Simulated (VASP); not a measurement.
# AlN in VASP: a series of runs

AlN is run at these levels: PBE; tasks: single point.

Program: VASP 6.6.1. These are calculated values, not measurements. Logs are shortened: lines on timing, memory, paths and dates and some standing lists are left out, and cuts for length are marked.

**1. The cell of the first run**

The typed cell holds 2 atoms: a = 3.125 Å, b = 3.103 Å, c = 3.103 Å, α = 61.42°, β = 59.67°, γ = 59.67°.

**2. Single point, PBE**

Input file INCAR:

```
PREC     = Accurate       # precision mode
ENCUT    = 520            # plane-wave cutoff, eV
EDIFF    = 1E-7           # SCF threshold, eV
ISMEAR   = 0              # smearing method
SIGMA    = 0.01           # smearing width, eV
LREAL    = False          # projectors in reciprocal space
LASPH    = True           # aspherical terms in the spheres
NELM     = 60             # most SCF steps
ALGO     = Normal         # electronic algorithm
ISIF     = 2              # what is computed and relaxed
LWAVE    = False          # write WAVECAR
LCHARG   = False          # write CHGCAR
GGA      = PE             # functional
NBANDS   = 11             # bands
```

Input file KPOINTS:

```
regular mesh
0
Gamma
  6 6 6
```

Input file POSCAR:

```
AlN
1.0
    0.0034449416      2.2098356860      2.2098052004
    2.1612012496     -0.0141706765      2.2272256181
    2.1609748476      2.2272626162     -0.0141841632
Al N
1 1
Direct
   -0.0045449802     -0.0135652115     -0.0019326267
    0.7500876715      0.7312001651      0.7429119551
```

Potentials or basis: VASP PAW PBE potentials, release 64 (Al, N).

On the command line:

```sh
$ cat potpaw_PBE.64/Al/POTCAR potpaw_PBE.64/N/POTCAR > POTCAR
$ mpirun -np 1 vasp_std > vasp.out
```

OUTCAR:

```text
PREC = Accurate
   ENCUT = 520
   EDIFF = 1E-7
   ISMEAR = 0
   LREAL = False
   LASPH = True
   NELM = 60
   ISIF = 2
   GGA = PE

 ion  position               nearest neighbor table
   1  0.995  0.986  0.998-   2 1.91   2 1.91   2 1.91   2 1.92
   2  0.750  0.731  0.743-   1 1.91   1 1.91   1 1.91   1 1.92

  LATTYP: Found a triclinic cell.
 ALAT       =     3.0987771872
 B/A-ratio  =     1.0229353559
 C/A-ratio  =     1.0085139238
 COS(alpha) =     0.0000120638
 COS(beta)  =     0.5027542242
 COS(gamma) =     0.5115212466

  Lattice vectors:

 A1 = (   2.1577563080,  -2.2240063625,   0.0174204177)
 A2 = (   0.0002264020,  -2.2414332927,   2.2414097813)
 A3 = (  -0.0034449416,  -2.2098356860,  -2.2098052004)

Analysis of symmetry for initial positions (statically):
=====================================================================
 Subroutine PRICEL returns:
 Original cell was already a primitive cell.

 Routine SETGRP: Setting up the symmetry group for a
 triclinic supercell.

 Subroutine GETGRP returns: Found  1 space group operations
 (whereof  1 operations were pure point group operations)
 out of a pool of  2 trial point group operations.

The static configuration has the point symmetry C_1 .

Analysis of symmetry for dynamics (positions and initial velocities):
=====================================================================
 Subroutine PRICEL returns:
 Original cell was already a primitive cell.

 Routine SETGRP: Setting up the symmetry group for a
 triclinic supercell.

 Subroutine GETGRP returns: Found  1 space group operations
 (whereof  1 operations were pure point group operations)
 out of a pool of  2 trial point group operations.

The dynamic configuration has the point symmetry C_1 .

 Subroutine INISYM returns: Found  1 space group operations
 (whereof  1 operations are pure point group operations),
 and found     1 'primitive' translations

----------------------------------------------------------------------------------------

                                     Primitive cell

  volume of cell :      21.3913

  direct lattice vectors                    reciprocal lattice vectors
     0.003444942  2.209835686  2.209805200    -0.231889912  0.226430578  0.226456376
     2.161201250 -0.014170676  2.227225618     0.231550793 -0.223239972  0.222882079
     2.160974848  2.227262616 -0.014184163     0.231548731  0.222902393 -0.223266438

  length of vectors
     3.125159940  3.103469929  3.103338886     0.395381117  0.391316082  0.391341531

  position of ions in fractional coordinates (direct lattice)
     0.995455020  0.986434788  0.998067373
     0.750087671  0.731200165  0.742911955

  ion indices of the primitive-cell ions
   primitive index   ion index
                 1           1
                 2           2

----------------------------------------------------------------------------------------

 KPOINTS: regular mesh

Automatic generation of k-mesh.
 Grid dimensions read from file:
 generate k-points for:    6    6    6

 Generating k-lattice:

  Cartesian coordinates                     Fractional coordinates (reciprocal lattice)
    -0.038648319  0.037738430  0.037742729     0.166666667  0.000000000 -0.000000000
     0.038591799 -0.037206662  0.037147013    -0.000000000  0.166666667  0.000000000
     0.038591455  0.037150399 -0.037211073     0.000000000  0.000000000  0.166666667

  Length of vectors
     0.065896853  0.065219347  0.065223589

  Shift w.r.t. Gamma in fractional coordinates (k-lattice)
     0.000000000  0.000000000  0.000000000

 Subroutine IBZKPT returns following result:
 ===========================================

 Found    112 irreducible k-points:

 Following reciprocal coordinates:
            Coordinates               Weight
  0.000000  0.000000  0.000000      1.000000
  0.166667 -0.000000 -0.000000      2.000000
  0.333333  0.000000  0.000000      2.000000
  0.500000  0.000000 -0.000000      1.000000
  0.000000  0.166667 -0.000000      2.000000
  0.166667  0.166667 -0.000000      2.000000
[... 16 lines left out ...]
  0.333333  0.000000  0.166667      2.000000
  0.500000  0.000000  0.166667      2.000000
 [... further k-points ...]
   k-points           NKPTS =    112   k-points in BZ     NKDIM =    112   number of bands    NBANDS=     11
   number of dos      NEDOS =    301   number of ions     NIONS =      2
   total plane-waves  NPLWV =  13824
   dimension x,y,z NGX =    24 NGY =   24 NGZ =   24
   dimension x,y,z NGXF=    48 NGYF=   48 NGZF=   48
   ions per type =               1   1
   NGX,Y,Z   is equivalent  to a cutoff of  12.77, 12.86, 12.86 a.u.
   NGXF,Y,Z  is equivalent  to a cutoff of  25.53, 25.71, 25.71 a.u.
 SYSTEM =  unknown system
   PREC   = accura    normal or accurate (medium, high low for compatibility)
   ISTART =      0    job   : 0-new  1-cont  2-samecut
   ICHARG =      2    charge: 1-file 2-atom 10-const
   ISPIN  =      1    spin polarized calculation?
   LNONCOLLINEAR =      F non collinear calculations
   LSORBIT =      F    spin-orbit coupling
   LASPH  =      T    aspherical Exc in radial PAW
   ENCUT  =  520.0 eV  38.22 Ry    6.18 a.u.   5.81  5.77  5.77*2*pi/ulx,y,z
   NELM   =     60;   NELMIN=  2; NELMDL= -5     # of ELM steps
   EDIFF  = 0.1E-06   stopping-criterion for ELM
   LREAL  =      F    real-space projection
   EDIFFG = 0.1E-05   stopping-criterion for IOM
   NSW    =      0    number of steps for IOM
   IBRION =     -1    ionic relax: 0-MD 1-quasi-New 2-CG
   NFREE  =      0    steps in history (QN), initial steepest desc. (CG)
   ISIF   =      2    stress and relaxation
   ISYM   =      2    0-nonsym 1-usesym 2-fastsym
   POTIM  = 0.5000    time-step for ionic-motion
   TEBEG  =    0.0;   TEEND  =   0.0 temperature during run
   PSTRESS=    0.0 pullay stress
   NELECT =       8.0000    total number of electrons
   NUPDOWN=      -1.0000    fix difference up-down
   EMIN   =  10.00;   EMAX   =-10.00  energy-range for DOS
   EFERMI =   0.00;   METHOD = LEGACY
   ISMEAR =     0;   SIGMA  =   0.01  broadening in eV -4-tet -1-fermi 0-gaus
   EFERMI_NEDOS =   21; number of points for ismear=-14 and -15
   IALGO  =     38    algorithm
   IMIX   =      4    mixing-type and parameters
     AMIX     =   0.40;   BMIX     =  1.00
     AMIX_MAG =   1.60;   BMIX_MAG =  1.00
  volume/ion in A,a.u.               =      10.70        72.18
  Fermi-wavevector in a.u.,A,eV,Ry     =   1.179486  2.228905 18.928249  1.391187
  Thomas-Fermi vector in A             =   2.315796
   LORBIT       =      0    0 simple, 1 ext, 2 COOP (PROOUT), +10 PAW based schemes
   GGA     = PE    functional components
   LHFCALC =     F    Hartree Fock is set to
   AEXX    =    0.0000 exact exchange contribution
   IVDW    =     0    specifies the selected vdW correction
   LEPSILON=     F    determine dielectric tensor
   LRPA    =     F    only Hartree local field effects (RPA)
 non-spin polarized calculation
 Gauss-broadening in eV      SIGMA  =   0.01
  energy-cutoff  :      520.00
  volume of cell :       21.39
 maximum number of plane-waves:       586
   NGX = 11   NGY = 11   NGZ = 11

 number of electron       8.0000000 magnetization

 Free energy of the ion-electron system (eV)
  ---------------------------------------------------
  ext. energy  EPLUGINS =         0.00000000
  ---------------------------------------------------
  free energy    TOTEN  =       -14.83666241 eV

  energy without entropy =      -14.83666241  energy(sigma->0) =      -14.83666241

 E-fermi :   5.8719     XC(G=0): -10.8198

 val. band max:        5.8095086083   @ k =   0.0000   0.0000   0.0000
 cond. band min:       8.9431155447   @ k =  -0.0000   0.5000   0.5000
 fundamental gap:      3.1336069363
 Fermi energy:         5.8719139753

 k-point     1 :       0.0000    0.0000    0.0000
  band No.  band energies     occupation
      1      -9.1013      2.00000
      2       5.6022      2.00000
      3       5.7833      2.00000
      4       5.8095      2.00000
      5       9.6832      0.00000
      6      17.8748      0.00000
      7      18.0064      0.00000
      8      18.2175      0.00000
      9      22.7299      0.00000
     10      23.5924      0.00000
     11      24.2001      0.00000

 k-point     2 :       0.1667   -0.0000   -0.0000
  band No.  band energies     occupation
      1      -8.7105      2.00000
      2       3.9478      2.00000
      3       5.4471      2.00000
      4       5.6800      2.00000
      5      11.1028      0.00000
      6      17.1784      0.00000
      7      17.9683      0.00000
      8      18.3190      0.00000
      9      21.1185      0.00000
     10      21.6048      0.00000
     11      23.2241      0.00000

 k-point     3 :       0.3333    0.0000    0.0000
  band No.  band energies     occupation
      1      -7.7449      2.00000
      2       1.3012      2.00000
      3       5.1682      2.00000
      4       5.4645      2.00000
      5      12.4412      0.00000
      6      15.9008      0.00000
      7      16.8951      0.00000
      8      17.5527      0.00000
      9      22.6066      0.00000
     10      22.9198      0.00000
     11      23.2045      0.00000

 k-point     4 :       0.5000    0.0000   -0.0000
  band No.  band energies     occupation
      1      -7.0984      2.00000
      2       0.0261      2.00000
      3       5.0418      2.00000
      4       5.3669      2.00000
      5      12.7585      0.00000
      6      15.4167      0.00000
      7      16.3119      0.00000
      8      16.9837      0.00000
      9      23.3282      0.00000
     10      25.4340      0.00000
     11      25.5913      0.00000
[... 239 lines left out ...]
 k-point    22 :       0.1667   -0.0000    0.1667
  band No.  band energies     occupation
      1      -8.5987      2.00000
      2       3.9766      2.00000
      3       5.2245      2.00000
      4       5.3002      2.00000
      5      11.3809      0.00000
      6      16.6523      0.00000
      7      17.9689      0.00000
      8      18.5824      0.00000
      9      18.9785      0.00000
     10      24.1290      0.00000
     11      25.8755      0.00000

 k-point    23 :       0.3333    0.0000    0.1667
  band No.  band energies     occupation
      1      -7.8243      2.00000
      2       2.1350      2.00000
      3       4.7247      2.00000
      4       4.9530      2.00000
      5      12.1596      0.00000
      6      15.6752      0.00000
      7      16.6862      0.00000
      8      18.7170      0.00000
      9      20.3704      0.00000
     10      24.6705      0.00000
     11      25.6732      0.00000

 k-point    24 :       0.5000    0.0000    0.1667
  band No.  band energies     occupation
      1      -6.9942      2.00000
      2       0.5659      2.00000
      3       4.0576      2.00000
      4       4.9396      2.00000
      5      12.7951      0.00000
      6      14.5233      0.00000
      7      17.4436      0.00000
      8      17.9473      0.00000
      9      22.2890      0.00000
     10      25.5524      0.00000
     11      26.0562      0.00000

 [... further k-points ...]
[... 5 lines left out ...]
  --------------------------------------------------------------------------------------
  -------------------------------------------------------------------------------------
  Total        0.2105748     -0.2669859     -0.2667222     -0.0519048      0.2165420     -0.0533890
  in kB       15.7717823    -19.9969030    -19.9771542     -3.8876024     16.2187194     -3.9987647
  external PRESSURE =      -8.0674250 kB  Pullay stress =       0.0000000 kB

 VOLUME and BASIS-vectors are now :
 -----------------------------------------------------------------------------
  energy-cutoff  :      520.00
  volume of cell :       21.39
      direct lattice vectors                 reciprocal lattice vectors
     0.003444942  2.209835686  2.209805200    -0.231889912  0.226430578  0.226456376
     2.161201250 -0.014170676  2.227225618     0.231550793 -0.223239972  0.222882079
     2.160974848  2.227262616 -0.014184163     0.231548731  0.222902393 -0.223266438

 POSITION                                       TOTAL-FORCE (eV/Angst)
 -----------------------------------------------------------------------------------
      4.29211      4.40877      4.38262        -0.182942     -0.027449     -0.029124
      3.18827      3.30187      3.27556         0.182942      0.027449      0.029124
 -----------------------------------------------------------------------------------
    total drift:                               -0.000003      0.000116     -0.000059

  FREE ENERGIE OF THE ION-ELECTRON SYSTEM (eV)
  ---------------------------------------------------
  free  energy   TOTEN  =       -14.8366624077 eV

  energy  without entropy=      -14.8366624077  energy(sigma->0) =      -14.83666241
```

Wall time 7.6 s (1 thread of Intel Xeon 6975P-C (Granite Rapids), shared host); peak memory 0.14 GiB.

What came out:

* Free energy: -14.8367 eV
* Pressure: -0.8 GPa
* Largest force: 0.187 eV/Å
* Band gap on the k mesh: 3.13 eV, indirect (least direct gap 3.87 eV)

Forces in eV/Å, atoms in the order of the input:
```
Al  -0.183 -0.027 -0.029
N    0.183  0.027  0.029
```

Levels at points of the mesh, in eV from the valence-band top:
| k point | band 1 | band 2 | band 3 | band 4 | band 5 | band 6 | band 7 | band 8 |
| --- | --- | --- | --- | --- | --- | --- | --- | --- |
| (0.00, 0.00, 0.00) | -14.91 | -0.21 | -0.03 | 0.00 | 3.87 | 12.07 | 12.20 | 12.41 |
| (0.50, 0.00, 0.00) | -12.91 | -5.78 | -0.77 | -0.44 | 6.95 | 9.61 | 10.50 | 11.17 |
| (0.00, 0.50, 0.00) | -12.96 | -5.87 | -0.59 | -0.44 | 7.08 | 9.59 | 10.75 | 11.24 |
| (0.50, 0.50, 0.00) | -12.37 | -5.00 | -1.75 | -1.74 | 3.27 | 8.52 | 13.33 | 14.98 |
| (0.00, 0.00, 0.50) | -12.96 | -5.86 | -0.59 | -0.44 | 7.08 | 9.59 | 10.75 | 11.24 |
| (0.50, 0.00, 0.50) | -12.37 | -5.00 | -1.75 | -1.73 | 3.27 | 8.52 | 13.33 | 14.98 |
| (0.00, 0.50, 0.50) | -12.25 | -4.71 | -2.11 | -1.86 | 3.13 | 8.07 | 13.86 | 15.11 |
| (0.50, 0.50, 0.50) | -12.92 | -5.79 | -0.76 | -0.44 | 6.97 | 9.61 | 10.51 | 11.23 |

(Continued in part 2 of 2.)
